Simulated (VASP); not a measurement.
# MnS (F-43m) in VASP: relaxation of cell and atoms with PBEsol

Aim: the relaxation of cell and atoms of MnS with PBEsol.

All numbers are computed with VASP 6.6.1; they aren't measurements. Logs are shortened: lines on timing, memory, paths and dates and some standing lists are left out, and cuts for length are marked.

## 1. The cell of the first run

Symmetry: F-43m, No. 216, cubic system. The conventional cell has a = 5.600 Å, b = 5.600 Å, c = 5.600 Å, α = 90.00°, β = 90.00°, γ = 90.00°. Mn (site symmetry -43m) has 4 S at 2.42 Å within 3.2 Å. S (site symmetry -43m) has 4 Mn at 2.42 Å within 3.2 Å.

## 2. Relaxation of cell and atoms, PBEsol, collinear spin, ferromagnetic start

Input file INCAR:

```
PREC = Accurate ; ENCUT = 600
EDIFF = 1E-7 ; ISMEAR = 0
SIGMA = 0.1 ; LREAL = False
LASPH = True ; NELM = 150
ALGO = Normal ; ISIF = 3
LWAVE = False ; LCHARG = False
ISPIN = 2 ; MAGMOM = 4.52 0.12
LORBIT = 11 ; LMAXMIX = 4
GGA = PS ; IBRION = 2
NSW = 100 ; EDIFFG = -0.005
```

Input file KPOINTS:

```
regular mesh
0
Gamma
  14 14 14
```

Input file POSCAR:

```
MnS
1.0
    0.0000000000      2.8000000000      2.8000000000
    2.8000000000      0.0000000000      2.8000000000
    2.8000000000      2.8000000000      0.0000000000
Mn S
1 1
Direct
    0.0000000000      0.0000000000      0.0000000000
    0.7500000000      0.7500000000      0.7500000000
```

Potentials or basis: VASP PAW PBE potentials, release 64 (Mn_pv, S).

Launch:

```console
$ cat potpaw_PBE.64/Mn_pv/POTCAR potpaw_PBE.64/S/POTCAR > POTCAR
$ mpirun -np 1 vasp_std > vasp.out
```

OUTCAR:

```text
PREC = Accurate
   ENCUT = 600
   EDIFF = 1E-7
   ISMEAR = 0
   LREAL = False
   LASPH = True
   NELM = 150
   ISIF = 3
   ISPIN = 2
   LORBIT = 11
   GGA = PS
   IBRION = 2
   NSW = 100
   EDIFFG = -0.005

 ion  position               nearest neighbor table
   1  0.000  0.000  0.000-   2 2.42   2 2.42   2 2.42   2 2.42
   2  0.750  0.750  0.750-   1 2.42   1 2.42   1 2.42   1 2.42

  LATTYP: Found a face centered cubic cell.
 ALAT       =     5.6000000000

  Lattice vectors:

 A1 = (   0.0000000000,   2.8000000000,   2.8000000000)
 A2 = (   2.8000000000,   0.0000000000,   2.8000000000)
 A3 = (   2.8000000000,   2.8000000000,   0.0000000000)

Analysis of symmetry for initial positions (statically):
=====================================================================
 Subroutine PRICEL returns:
 Original cell was already a primitive cell.

 Routine SETGRP: Setting up the symmetry group for a
 face centered cubic supercell.

 Subroutine GETGRP returns: Found 24 space group operations
 (whereof 24 operations were pure point group operations)
 out of a pool of 48 trial point group operations.

The static configuration has the point symmetry T_d .

Analysis of symmetry for dynamics (positions and initial velocities):
=====================================================================
 Subroutine PRICEL returns:
 Original cell was already a primitive cell.

 Routine SETGRP: Setting up the symmetry group for a
 face centered cubic supercell.

 Subroutine GETGRP returns: Found 24 space group operations
 (whereof 24 operations were pure point group operations)
 out of a pool of 48 trial point group operations.

The dynamic configuration has the point symmetry T_d .

Analysis of structural, dynamic, and magnetic symmetry:
=====================================================================
 Subroutine PRICEL returns:
 Original cell was already a primitive cell.

 Routine SETGRP: Setting up the symmetry group for a
 face centered cubic supercell.

 Subroutine GETGRP returns: Found 24 space group operations
 (whereof 24 operations were pure point group operations)
 out of a pool of 48 trial point group operations.

The overall configuration has the point symmetry T_d .

 Subroutine INISYM returns: Found 24 space group operations
 (whereof 24 operations are pure point group operations),
 and found     1 'primitive' translations

----------------------------------------------------------------------------------------

                                     Primitive cell

  volume of cell :      43.9040

  direct lattice vectors                    reciprocal lattice vectors
[... 121 lines left out ...]
  energy-cutoff  :      600.00
  volume of cell :       43.90
 maximum number of plane-waves:      1479
   NGX = 15   NGY = 15   NGZ = 15

--------------------------------------- Ionic step        1  -------------------------------------------

 number of electron      18.9999994 magnetization       4.8890103

 Free energy of the ion-electron system (eV)
  ---------------------------------------------------
  ext. energy  EPLUGINS =         0.00000000
  ---------------------------------------------------
  free energy    TOTEN  =       -14.75614738 eV

  energy without entropy =      -14.75055790  energy(sigma->0) =      -14.75335264

------------------------ aborting loop because EDIFF is reached ----------------------------------------

  FORCE on cell =-STRESS in cart. coord.  units (eV):
  Direction    XX          YY          ZZ          XY          YZ          ZX
  --------------------------------------------------------------------------------------
  -------------------------------------------------------------------------------------
  Total       -0.5777181     -0.5777181     -0.5777181     -0.0000000      0.0000000      0.0000000
  in kB      -21.0825183    -21.0825183    -21.0825183     -0.0000000      0.0000000      0.0000000
  external PRESSURE =     -21.0825183 kB  Pullay stress =       0.0000000 kB
[... 59 lines left out ...]
--------------------------------------- Ionic step        3  -------------------------------------------

 number of electron      19.0000009 magnetization       4.6574300

 E-fermi :   4.7927     XC(G=0):  -9.8418

 val. band max:        4.7906161605   @ k =  -0.3571   0.3571   0.0000
 cond. band min:       4.7963178480   @ k =   0.2857   0.0000   0.0000
 fundamental gap:      0.0057016875
 Fermi energy:         4.7926838042

 spin component 1

 k-point     1 :       0.0000    0.0000    0.0000
  band No.  band energies     occupation
      1     -45.5258      1.00000
      2     -45.5258      1.00000
      3     -45.5258      1.00000
      4      -9.3044      1.00000
      5      -0.0953      1.00000
      6      -0.0953      1.00000
      7      -0.0953      1.00000
      8       1.8052      1.00000
      9       1.8052      1.00000
     10       5.4764      0.00000
     11       5.4764      0.00000
     12       5.4764      0.00000
[... 888 lines left out ...]
--------------------------------------- Ionic step        4  -------------------------------------------

 number of electron      19.0000008 magnetization       4.6393505

 Free energy of the ion-electron system (eV)
  ---------------------------------------------------
  ext. energy  EPLUGINS =         0.00000000
  ---------------------------------------------------
  free energy    TOTEN  =       -14.77505890 eV

  energy without entropy =      -14.76788495  energy(sigma->0) =      -14.77147193

 E-fermi :   4.8199     XC(G=0):  -9.8610

 val. band max:        4.8189265976   @ k =  -0.3571   0.3571   0.0714
 cond. band min:       4.8258797559   @ k =   0.5000   0.3571   0.0714
 fundamental gap:      0.0069531583
 Fermi energy:         4.8198960939

 spin component 1

 k-point     1 :       0.0000    0.0000    0.0000
  band No.  band energies     occupation
      1     -45.4852      1.00000
      2     -45.4852      1.00000
      3     -45.4852      1.00000
      4      -9.2927      1.00000
      5      -0.0719      1.00000
      6      -0.0719      1.00000
      7      -0.0719      1.00000
      8       1.8413      1.00000
      9       1.8413      1.00000
     10       5.5257      0.00000
     11       5.5257      0.00000
     12       5.5257      0.00000
[... 882 lines left out ...]
  FREE ENERGIE OF THE ION-ELECTRON SYSTEM (eV)
  ---------------------------------------------------
  free  energy   TOTEN  =       -14.7750588998 eV

  energy  without entropy=      -14.7678849509  energy(sigma->0) =      -14.77147193

 reached required accuracy - stopping structural energy minimisation

 total charge

# of ion       s       p       d       tot
------------------------------------------
    1        0.277   6.241   4.939  11.456
    2        1.312   2.427   0.000   3.739
--------------------------------------------------
tot          1.588   8.668   4.939  15.195

 magnetization (x)

# of ion       s       p       d       tot
------------------------------------------
    1        0.048   0.068   4.009   4.125
    2        0.009   0.047   0.000   0.057
--------------------------------------------------
tot          0.057   0.115   4.009   4.182
```

Wall time 6 min (1 thread of Intel Xeon Platinum 8259CL at 2.50GHz (Skylake/Cascade Lake), shared host); peak memory 0.3 GiB.

What came out:

```
Free energy                                           : -14.7751 eV
Relaxed volume                                        : 20.51 Å³/atom
Relaxed cell                                          : a = 3.871 Å, b = 3.871 Å, c = 3.871 Å, α = 60.00°, β = 60.00°, γ = 60.00°
Space group after relaxing (to 0.05 Å)                : F-43m (No. 216)
Energy gained by relaxing                             : 9.5 meV/atom
Ionic steps                                           : 4
Pressure after relaxing                               : 0.0 GPa
Net moment                                            : 4.64 μB per cell
Site moments                                          : Mn +4.12; S +0.06 μB
Valence electrons inside the program's atomic spheres : Mn 11.46; S 3.74
```

Step by step:
```csv
step,energy change (eV),largest force (eV/Å),pressure (GPa),volume (Å³)
1,0.0000,0.0000,-2.11,43.90
2,-0.0164,0.0000,-0.77,42.09
3,-0.0188,0.0000,-0.11,41.18
4,-0.0189,0.0000,-0.02,41.02
```

Final structure:
```xyz
2
Lattice="0.0000 2.7374 2.7374 2.7374 0.0000 2.7374 2.7374 2.7374 0.0000" Properties=species:S:1:pos:R:3 pbc="T T T"
Mn    2.7374    2.7374    5.4748
S     4.1061    4.1061    4.1061
```

Caveat: the PAW data sets were made with another functional, which shifts forces and pressure a little; a cell with one magnetic atom can't hold antiferromagnetic order, which such compounds often take; semilocal functionals often make such compounds metallic where correlation or magnetic order opens a gap, which also shifts bond lengths. With open d or f shells a metallic result of PBEsol can be an artefact of self-interaction; +U or a hybrid may open a gap.
